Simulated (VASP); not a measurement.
Input of a VASP 6.6.1 run:

The input INCAR:

```
SYSTEM = MgTl
PREC = Accurate ; ENCUT = 600
EDIFF = 1E-7 ; ISMEAR = 0
SIGMA = 0.1 ; LREAL = .FALSE.
LASPH = .TRUE. ; NELM = 100
ALGO = Fast ; ISIF = 3
LWAVE = .FALSE. ; LCHARG = .FALSE.
GGA = CA ; IBRION = 2
NSW = 70 ; EDIFFG = -0.005
```

KPOINTS

```
regular mesh
0
G
  12 12 12
  0 0 0
```

POSCAR

```
MgTl
1.0
    3.6934863095      0.0000000000      0.0000000000
    0.0000000000      3.6934863095      0.0000000000
    0.0000000000      0.0000000000      3.6934863095
Mg Tl
1 1
Direct
    0.0000000000      0.0000000000      0.0000000000
    0.5000000000      0.5000000000      0.5000000000
```

Potentials or basis: VASP PAW LDA potentials, release 64 (Mg, Tl_d).

Launch:

```console
$ cat potpaw_LDA.64/Mg/POTCAR potpaw_LDA.64/Tl_d/POTCAR > POTCAR
$ mpirun -np 1 vasp_std > vasp.out
```

Problem. Estimate the space group after relaxing (to 0.1 Å).

Solution. Pm-3m (No. 221).

Problem. What does it give for the band gap on the k mesh?

Solution. Zero (an odd number of electrons rules out a gap without spin polarisation).

Problem. Estimate the relaxed volume.

Solution. 22.64 Å³/atom.

Final structure:
```
Mg Tl
1.0
     3.56412    0.00000    0.00000
     0.00000    3.56412    0.00000
     0.00000    0.00000    3.56412
Mg Tl
1 1
Direct
  0.00000 0.00000 0.00000
  0.50000 0.50000 0.50000
```

Caveat: spin-orbit coupling is left out, which moves the levels of the heavy elements. LDA usually gives volumes a few per cent too small.
